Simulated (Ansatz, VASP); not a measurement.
## SiC: VASP beside Ansatz

The input POSCAR:

```
SiC
1.0
    3.0753562455      0.0000000000      0.0000000000
   -1.5376781227      2.6633366343      0.0000000000
    0.0000000000      0.0000000000      5.1995513435
Si C
2 2
Direct
    0.3333333333      0.6666666667      0.0006052755
    0.6666666667      0.3333333333      0.5006052755
    0.3333333333      0.6666666667      0.3743947245
    0.6666666667      0.3333333333      0.8743947245
```

Contents of INCAR.step1:

```
SYSTEM = SiC
PREC = Accurate
ENCUT = 520
ISMEAR = 0
SIGMA = 0.01
LREAL = .False.
LASPH = .True.
NELM = 80
NBANDS = 16
GGA = PE
ALGO = Normal
EDIFF = 1E-4
LWAVE = .True.
LCHARG = .False.
```

INCAR.step2

```
SYSTEM = SiC
PREC = Accurate
ENCUT = 520
EDIFF = 1E-6
ISMEAR = 0
SIGMA = 0.01
LREAL = .False.
LASPH = .True.
NELM = 80
ALGO = Normal
ISIF = 2
LWAVE = .False.
LCHARG = .False.
METAGGA = R2SCAN
LMIXTAU = .True.
NBANDS = 16
ISTART = 1
```

KPOINTS

```
regular mesh
0
Gamma
  12 12 6
  0 0 0
```

Input for Ansatz:

```yaml
crystal:
  lattice:
    - [3.0753562455, 0.0, 0.0]
    - [-1.5376781227, 2.6633366343, 0.0]
    - [0.0, 0.0, 5.1995513435]
  atoms:
    - { symbol: Si, position: [0.3333333333, 0.6666666667, 0.0006052755] }
    - { symbol: Si, position: [0.6666666667, 0.3333333333, 0.5006052755] }
    - { symbol: C, position: [0.3333333333, 0.6666666667, 0.3743947245] }
    - { symbol: C, position: [0.6666666667, 0.3333333333, 0.8743947245] }
kpoints:
  mp_grid: { grid: [12, 12, 6] }
  band_path:
    path:
      - [0.0, 0.0, 0.0]
      - [0.5, 0.0, 0.0]
      - [0.3333333333, 0.3333333333, 0.0]
      - [0.0, 0.0, 0.5]
      - [0.5, 0.0, 0.5]
      - [0.3333333333, 0.3333333333, 0.5]
    npoints: 1
hamiltonian:
  xc: r2scan
scf:
  occupations: { method: fixed }
  n_extra_bands: 5
output:
  forces: true
  stress: true
  eigenvalues: true
```

Change from the starting cell: uniaxial_z strain +3.0%.

Alike in both runs: task single point; functional r2SCAN; k mesh 12 × 12 × 6; no spin polarisation.

|  | VASP | Ansatz |
| --- | --- | --- |
| version | VASP 6.6.1 | Ansatz 0.2.0 |
| potentials or method | VASP PAW PBE potentials, release 64 (Si, C) | plane waves, PAW |
| plane-wave cutoff (eV) | 520 | 500 |
| occupations | gaussian, width 0.01 eV | fixed |
| valence electrons in the cell | 16 | 16 |

```tsv
	VASP	Ansatz	Ansatz less VASP
gap on the k mesh at the Fermi level (eV)	2.51	2.50	-0.004
pressure (GPa)	-6.3	-6.1	+0.16
traceless stress, the component that is largest in VASP (GPa)	-9.94	-9.89	+0.051
```

VASP's potentials were made for PBE, not for r2SCAN.
